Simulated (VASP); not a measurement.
# MgS (I4/mmm) in VASP: notebook

Runs on MgS. Level: PBE. Tasks: single point.

All numbers are computed with VASP 6.6.1; they aren't measurements. Logs are shortened: lines on timing, memory, paths and dates and some standing lists are left out, and cuts for length are marked.

## (1) The cell of the first run

It takes space group I4/mmm (No. 139, tetragonal). Conventional cell: a = 3.679 Å, b = 3.679 Å, c = 5.307 Å, α = 90.00°, β = 90.00°, γ = 90.00°. Mg (site symmetry 4/mmm) has 6 S at 2.60 to 2.65 Å within 3.4 Å. Within 3.4 Å of S (site symmetry 4/mmm) lie 6 Mg at 2.60 to 2.65 Å.

## (2) Single point, PBE (zz strain of +2 %)

File INCAR:

```
PREC = Accurate ; ENCUT = 520
EDIFF = 1E-6 ; ISMEAR = -1
SIGMA = 0.01 ; LREAL = False
LASPH = True ; NELM = 100
ALGO = Normal ; ISIF = 2
LWAVE = False ; LCHARG = False
GGA = PE ; NBANDS = 11
```

File KPOINTS:

```
regular mesh
0
Gamma
  8 8 8
```

File POSCAR:

```
MgS
1.0
    0.0000000000      2.6016500000      2.6536830000
    2.6016500000      0.0000000000      2.6536830000
    2.6016500000      2.6016500000      0.0000000000
Mg S
1 1
Direct
    0.0000000000      0.0000000000      0.0000000000
    0.5000000000      0.5000000000      0.5000000000
```

Potentials or basis: VASP PAW PBE potentials, release 64 (Mg, S).

Started as:

```
$ cat potpaw_PBE.64/Mg/POTCAR potpaw_PBE.64/S/POTCAR > POTCAR
$ mpirun -np 1 vasp_std > vasp.out
```

OUTCAR:

```text
PREC = Accurate
   ENCUT = 520
   EDIFF = 1E-6
   ISMEAR = -1
   LREAL = False
   LASPH = True
   NELM = 100
   ISIF = 2
   GGA = PE

 ion  position               nearest neighbor table
   1  0.000  0.000  0.000-   2 2.60   2 2.60   2 2.60   2 2.60   2 2.65   2 2.65
   2  0.500  0.500  0.500-   1 2.60   1 2.60   1 2.60   1 2.60   1 2.65   1 2.65

  LATTYP: Found a body centered tetragonal cell.
 ALAT       =     3.6792887145
 C/A-ratio  =     1.4424978336

  Lattice vectors:

 A1 = (  -2.6016500000,   0.0000000000,   2.6536830000)
 A2 = (   2.6016500000,   0.0000000000,   2.6536830000)
 A3 = (   0.0000000000,   2.6016500000,  -2.6536830000)

Analysis of symmetry for initial positions (statically):
=====================================================================
 Subroutine PRICEL returns:
 Original cell was already a primitive cell.

 Routine SETGRP: Setting up the symmetry group for a
 body centered tetragonal supercell.

 Subroutine GETGRP returns: Found 16 space group operations
 (whereof 16 operations were pure point group operations)
 out of a pool of 16 trial point group operations.

The static configuration has the point symmetry D_4h.

Analysis of symmetry for dynamics (positions and initial velocities):
=====================================================================
 Subroutine PRICEL returns:
 Original cell was already a primitive cell.

 Routine SETGRP: Setting up the symmetry group for a
 body centered tetragonal supercell.

 Subroutine GETGRP returns: Found 16 space group operations
 (whereof 16 operations were pure point group operations)
 out of a pool of 16 trial point group operations.

The dynamic configuration has the point symmetry D_4h.

 Subroutine INISYM returns: Found 16 space group operations
 (whereof 16 operations are pure point group operations),
 and found     1 'primitive' translations

----------------------------------------------------------------------------------------

                                     Primitive cell

  volume of cell :      35.9233

  direct lattice vectors                    reciprocal lattice vectors
     0.000000000  2.601650000  2.653683000    -0.192185728  0.192185728  0.188417381
     2.601650000  0.000000000  2.653683000     0.192185728 -0.192185728  0.188417381
     2.601650000  2.601650000  0.000000000     0.192185728  0.192185728 -0.188417381

  length of vectors
     3.716263740  3.716263740  3.679288715     0.330714103  0.330714103  0.330714103

  position of ions in fractional coordinates (direct lattice)
     0.000000000  0.000000000  0.000000000
     0.500000000  0.500000000  0.500000000

  ion indices of the primitive-cell ions
   primitive index   ion index
                 1           1
                 2           2

----------------------------------------------------------------------------------------

 KPOINTS: regular mesh

Automatic generation of k-mesh.
 Grid dimensions read from file:
 generate k-points for:    8    8    8

 Generating k-lattice:

  Cartesian coordinates                     Fractional coordinates (reciprocal lattice)
    -0.024023216  0.024023216  0.023552173     0.125000000  0.000000000  0.000000000
     0.024023216 -0.024023216  0.023552173     0.000000000  0.125000000  0.000000000
     0.024023216  0.024023216 -0.023552173     0.000000000  0.000000000  0.125000000

  Length of vectors
     0.041339263  0.041339263  0.041339263

  Shift w.r.t. Gamma in fractional coordinates (k-lattice)
     0.000000000  0.000000000  0.000000000

 Subroutine IBZKPT returns following result:
 ===========================================

 Found     59 irreducible k-points:

 Following reciprocal coordinates:
            Coordinates               Weight
  0.000000  0.000000  0.000000      1.000000
  0.125000  0.000000  0.000000      8.000000
  0.250000  0.000000  0.000000      8.000000
  0.375000  0.000000  0.000000      8.000000
  0.500000  0.000000  0.000000      4.000000
  0.125000  0.125000  0.000000      2.000000
[... 16 lines left out ...]
  0.250000  0.000000  0.125000     16.000000
  0.375000  0.000000  0.125000     16.000000
 [... further k-points ...]
   k-points           NKPTS =     59   k-points in BZ     NKDIM =     59   number of bands    NBANDS=     11
   number of dos      NEDOS =    301   number of ions     NIONS =      2
   total plane-waves  NPLWV =  21952
   dimension x,y,z NGX =    28 NGY =   28 NGZ =   28
   dimension x,y,z NGXF=    56 NGYF=   56 NGZF=   56
   ions per type =               1   1
   NGX,Y,Z   is equivalent  to a cutoff of  12.53, 12.53, 12.65 a.u.
   NGXF,Y,Z  is equivalent  to a cutoff of  25.05, 25.05, 25.30 a.u.
 SYSTEM =  unknown system
   PREC   = accura    normal or accurate (medium, high low for compatibility)
   ISTART =      0    job   : 0-new  1-cont  2-samecut
   ICHARG =      2    charge: 1-file 2-atom 10-const
   ISPIN  =      1    spin polarized calculation?
   LNONCOLLINEAR =      F non collinear calculations
   LSORBIT =      F    spin-orbit coupling
   LASPH  =      T    aspherical Exc in radial PAW
   ENCUT  =  520.0 eV  38.22 Ry    6.18 a.u.   6.91  6.91  6.84*2*pi/ulx,y,z
   NELM   =    100;   NELMIN=  2; NELMDL= -5     # of ELM steps
   EDIFF  = 0.1E-05   stopping-criterion for ELM
   LREAL  =      F    real-space projection
   EDIFFG = 0.1E-04   stopping-criterion for IOM
   NSW    =      0    number of steps for IOM
   IBRION =     -1    ionic relax: 0-MD 1-quasi-New 2-CG
   NFREE  =      0    steps in history (QN), initial steepest desc. (CG)
   ISIF   =      2    stress and relaxation
   ISYM   =      2    0-nonsym 1-usesym 2-fastsym
   POTIM  = 0.5000    time-step for ionic-motion
   TEBEG  =    0.0;   TEEND  =   0.0 temperature during run
   PSTRESS=    0.0 pullay stress
   NELECT =       8.0000    total number of electrons
   NUPDOWN=      -1.0000    fix difference up-down
   EMIN   =  10.00;   EMAX   =-10.00  energy-range for DOS
   EFERMI =   0.00;   METHOD = LEGACY
   ISMEAR =    -1;   SIGMA  =   0.01  broadening in eV -4-tet -1-fermi 0-gaus
   EFERMI_NEDOS =   21; number of points for ismear=-14 and -15
   IALGO  =     38    algorithm
   IMIX   =      4    mixing-type and parameters
     AMIX     =   0.40;   BMIX     =  1.00
     AMIX_MAG =   1.60;   BMIX_MAG =  1.00
  volume/ion in A,a.u.               =      17.96       121.21
  Fermi-wavevector in a.u.,A,eV,Ry     =   0.992307  1.875188 13.397282  0.984672
  Thomas-Fermi vector in A             =   2.124109
   LORBIT       =      0    0 simple, 1 ext, 2 COOP (PROOUT), +10 PAW based schemes
   GGA     = PE    functional components
[... 5 lines left out ...]
 non-spin polarized calculation
  energy-cutoff  :      520.00
  volume of cell :       35.92
 maximum number of plane-waves:       982
   NGX = 13   NGY = 13   NGZ = 13

 number of electron       8.0000000 magnetization

 Free energy of the ion-electron system (eV)
  ---------------------------------------------------
  ext. energy  EPLUGINS =         0.00000000
  ---------------------------------------------------
  free energy    TOTEN  =        -8.49979781 eV

  energy without entropy =       -8.49979781  energy(sigma->0) =       -8.49979781

 E-fermi :   3.8067     XC(G=0):  -9.6063

 val. band max:        3.6045913707   @ k =   0.0000   0.0000   0.0000
 cond. band min:       6.2522163394   @ k =   0.5000   0.0000   0.5000
 fundamental gap:      2.6476249686
 Fermi energy:         3.8067446043

 k-point     1 :       0.0000    0.0000    0.0000
  band No.  band energies     occupation
      1      -9.0065      2.00000
      2       3.5218      2.00000
      3       3.5218      2.00000
      4       3.6046      2.00000
      5       7.1059      0.00000
      6      11.3835      0.00000
      7      11.5863      0.00000
      8      11.5863      0.00000
      9      13.7402      0.00000
     10      14.0106      0.00000
     11      16.0446      0.00000

 k-point     2 :       0.1250    0.0000    0.0000
  band No.  band energies     occupation
      1      -8.8602      2.00000
      2       2.5127      2.00000
      3       3.4348      2.00000
      4       3.4721      2.00000
      5       7.9156      0.00000
      6      11.1790      0.00000
      7      11.6768      0.00000
      8      11.8348      0.00000
      9      13.1294      0.00000
     10      13.3278      0.00000
     11      16.0898      0.00000

 k-point     3 :       0.2500    0.0000    0.0000
  band No.  band energies     occupation
      1      -8.4657      2.00000
      2       0.7911      2.00000
      3       3.2382      2.00000
      4       3.2440      2.00000
      5       8.4325      0.00000
      6      11.2294      0.00000
      7      11.4650      0.00000
      8      11.7467      0.00000
      9      13.7943      0.00000
     10      13.8198      0.00000
     11      15.3156      0.00000

 k-point     4 :       0.3750    0.0000    0.0000
  band No.  band energies     occupation
      1      -7.9870      2.00000
      2      -0.6147      2.00000
      3       3.0330      2.00000
      4       3.0749      2.00000
      5       8.1970      0.00000
      6      10.5789      0.00000
      7      10.7883      0.00000
      8      13.1062      0.00000
      9      15.0443      0.00000
     10      15.7100      0.00000
     11      15.7806      0.00000
[... 239 lines left out ...]
 k-point    22 :       0.1250    0.0000    0.1250
  band No.  band energies     occupation
      1      -8.8090      2.00000
      2       2.5245      2.00000
      3       3.1871      2.00000
      4       3.2929      2.00000
      5       8.2492      0.00000
      6      10.6088      0.00000
      7      12.0784      0.00000
      8      12.1213      0.00000
      9      12.1778      0.00000
     10      14.0702      0.00000
     11      16.8068      0.00000

 k-point    23 :       0.2500    0.0000    0.1250
  band No.  band energies     occupation
      1      -8.4956      2.00000
      2       1.2474      2.00000
      3       2.9395      2.00000
      4       3.0336      2.00000
      5       8.9314      0.00000
      6      10.3675      0.00000
      7      11.0018      0.00000
      8      12.2559      0.00000
      9      13.2626      0.00000
     10      14.5396      0.00000
     11      16.7130      0.00000

 k-point    24 :       0.3750    0.0000    0.1250
  band No.  band energies     occupation
      1      -8.0382      2.00000
      2      -0.1437      2.00000
      3       2.6827      2.00000
      4       2.7737      2.00000
      5       8.7655      0.00000
      6      10.1860      0.00000
      7      11.5200      0.00000
      8      11.7725      0.00000
      9      14.7782      0.00000
     10      16.3243      0.00000
     11      16.4535      0.00000

 [... further k-points ...]
[... 5 lines left out ...]
  --------------------------------------------------------------------------------------
  -------------------------------------------------------------------------------------
  Total        0.0071447      0.0071447     -0.3975446      0.0000000     -0.0000000     -0.0000000
  in kB        0.3186530      0.3186530    -17.7304481      0.0000000     -0.0000000     -0.0000000
  external PRESSURE =      -5.6977140 kB  Pullay stress =       0.0000000 kB

 VOLUME and BASIS-vectors are now :
 -----------------------------------------------------------------------------
  energy-cutoff  :      520.00
  volume of cell :       35.92
      direct lattice vectors                 reciprocal lattice vectors
     0.000000000  2.601650000  2.653683000    -0.192185728  0.192185728  0.188417381
     2.601650000  0.000000000  2.653683000     0.192185728 -0.192185728  0.188417381
     2.601650000  2.601650000  0.000000000     0.192185728  0.192185728 -0.188417381

 POSITION                                       TOTAL-FORCE (eV/Angst)
 -----------------------------------------------------------------------------------
      0.00000      0.00000      0.00000         0.000000      0.000000      0.000000
      2.60165      2.60165      2.65368        -0.000000     -0.000000     -0.000000
 -----------------------------------------------------------------------------------
    total drift:                                0.000000      0.000000      0.000000

  FREE ENERGIE OF THE ION-ELECTRON SYSTEM (eV)
  ---------------------------------------------------
  free  energy   TOTEN  =        -8.4997978070 eV

  energy  without entropy=       -8.4997978070  energy(sigma->0) =       -8.49979781
```

Run time: 9.2 s. Hardware: 1 thread of Intel Xeon 6975P-C (Granite Rapids), shared host; peak memory 0.16 GiB.

Results:

- Free energy: -8.4998 eV
- Pressure: -0.6 GPa
- Band gap on the k mesh: 2.65 eV, indirect (least direct gap 3.50 eV)

Levels at points of the mesh, in eV from the valence-band top:
| k point | band 1 | band 2 | band 3 | band 4 | band 5 | band 6 | band 7 | band 8 | band 9 |
| --- | --- | --- | --- | --- | --- | --- | --- | --- | --- |
| (0.00, 0.00, 0.00) | -12.61 | -0.08 | -0.08 | 0.00 | 3.50 | 7.78 | 7.98 | 7.98 | 10.14 |
| (0.50, 0.00, 0.00) | -11.36 | -4.78 | -0.65 | -0.59 | 4.46 | 6.74 | 6.93 | 9.84 | 11.99 |
| (0.50, 0.50, 0.00) | -11.05 | -4.16 | -1.64 | -1.64 | 2.75 | 4.45 | 11.61 | 12.68 | 13.21 |
| (0.50, 0.00, 0.50) | -10.98 | -4.14 | -1.80 | -1.64 | 2.65 | 4.38 | 11.82 | 12.72 | 12.80 |

Caveat: the cell differs from its parent crystal (zz strain of +2 %). A k mesh can miss the band edges.

## (3) Single point, PBE (zz strain of +3 %)

File INCAR:

```
PREC     = Accurate       # precision mode
ENCUT    = 520            # plane-wave cutoff, eV
EDIFF    = 1E-7           # SCF threshold, eV
ISMEAR   = -1             # smearing method
SIGMA    = 0.01           # smearing width, eV
LREAL    = F              # projectors in reciprocal space
LASPH    = T              # aspherical terms in the spheres
NELM     = 80             # most SCF steps
ALGO     = Normal         # electronic algorithm
ISIF     = 2              # what is computed and relaxed
LWAVE    = F              # write WAVECAR
LCHARG   = F              # write CHGCAR
GGA      = PE             # functional
NBANDS   = 11             # bands
```

File KPOINTS:

```
Automatic mesh
0
Gamma
  8 8 8
```

File POSCAR:

```
MgS
1.0
    0.0000000000      2.6016500000      2.6796995000
    2.6016500000      0.0000000000      2.6796995000
    2.6016500000      2.6016500000      0.0000000000
Mg S
1 1
Direct
    0.0000000000      0.0000000000      0.0000000000
    0.5000000000      0.5000000000      0.5000000000
```

Potentials or basis: VASP PAW PBE potentials, release 64 (Mg, S).

Started as:

```
$ cat potpaw_PBE.64/Mg/POTCAR potpaw_PBE.64/S/POTCAR > POTCAR
$ mpirun -np 1 vasp_std > vasp.out
```

It took 9.2 s on 1 thread of Intel Xeon 6975P-C (Granite Rapids), shared host; peak memory 0.17 GiB.

Results (log left out):

```
Free energy            : -8.4948 eV
Pressure               : -1.2 GPa
Band gap on the k mesh : 2.59 eV, indirect (least direct gap 3.40 eV)
```

Stress tensor (GPa, compression positive):
```
-0.36  0.00  0.00
 0.00 -0.36  0.00
 0.00  0.00 -2.86
```

Levels at points of the mesh, in eV from the valence-band top:
```
           k point  band 1  band 2  band 3  band 4  band 5  band 6  band 7  band 8
(0.00, 0.00, 0.00)  -12.58   -0.12   -0.12    0.00    3.40    7.70    8.00    8.00
(0.50, 0.00, 0.00)  -11.35   -4.76   -0.68   -0.60    4.41    6.66    6.95    9.71
(0.50, 0.50, 0.00)  -11.08   -4.13   -1.61   -1.61    2.74    4.47   11.42   12.61
(0.50, 0.00, 0.50)  -10.97   -4.11   -1.86   -1.61    2.59    4.37   11.74   12.54
```

Caveat: the cell differs from its parent crystal (zz strain of +3 %).

## (4) Single point, PBE (equal xx and yy strain of +2 %)

File INCAR:

```
SYSTEM = MgS
ALGO = Normal
EDIFF = 1E-6
ENCUT = 520
GGA = PE
ISIF = 2
ISMEAR = -1
LASPH = .True.
LCHARG = .False.
LREAL = .False.
LWAVE = .False.
NBANDS = 11
NELM = 100
PREC = Accurate
SIGMA = 0.01
```

File KPOINTS:

```
k-points
0
Gamma
  8 8 8
  0 0 0
```

File POSCAR:

```
MgS
1.0
    0.0000000000      2.6536830000      2.6016500000
    2.6536830000      0.0000000000      2.6016500000
    2.6536830000      2.6536830000      0.0000000000
Mg S
1 1
Direct
    0.0000000000      0.0000000000      0.0000000000
    0.5000000000      0.5000000000      0.5000000000
```

Started as:

```
$ cat potpaw_PBE.64/Mg/POTCAR potpaw_PBE.64/S/POTCAR > POTCAR
$ mpirun -np 1 vasp_std > vasp.out
```

Run time: 10 s. Hardware: 1 thread of Intel Xeon 6975P-C (Granite Rapids), shared host; peak memory 0.16 GiB.

Results (log left out):

```
Free energy            : -8.4942 eV
Pressure               : -1.9 GPa
Band gap on the k mesh : 2.60 eV, indirect (least direct gap 3.38 eV)
```

Stress tensor (GPa, compression positive):
```
-2.51  0.00  0.00
 0.00 -2.51  0.00
 0.00  0.00 -0.81
```

Levels at points of the mesh, in eV from the valence-band top:
```tsv
k point	band 1	band 2	band 3	band 4	band 5	band 6	band 7	band 8	band 9
(0.00, 0.00, 0.00)	-12.48	-0.09	0.00	0.00	3.38	7.88	7.88	8.08	10.14
(0.50, 0.00, 0.00)	-11.27	-4.65	-0.60	-0.55	4.46	6.73	6.94	9.65	11.91
(0.50, 0.50, 0.00)	-10.89	-4.01	-1.68	-1.68	2.60	4.44	11.73	12.71	12.85
(0.50, 0.00, 0.50)	-10.95	-4.02	-1.68	-1.51	2.69	4.51	11.52	12.65	12.72
```

Caveat: the cell differs from its parent crystal (equal xx and yy strain of +2 %). A k mesh can miss the band edges.

## (5) The runs side by side

```tsv
cell	gap on the mesh (eV)	pressure (GPa)
a = 3.716, b = 3.716, c = 3.679 Å, angles 60.3, 60.3, 59.3°, 2 atoms	2.65	-0.6
a = 3.735, b = 3.735, c = 3.679 Å, angles 60.5, 60.5, 59.0°, 2 atoms	2.59	-1.2
a = 3.716, b = 3.716, c = 3.753 Å, angles 59.7, 59.7, 60.7°, 2 atoms	2.60	-1.9
```

Alike in all rows: task single point; level PBE; potentials or basis VASP PAW PBE potentials, release 64 (Mg, S); no spin polarisation; k mesh 8 × 8 × 8; cutoff (eV) 520; smearing fermi-dirac 0.01 eV.

Total energies depend on the potentials used, so only differences within one code and one set of settings carry meaning.
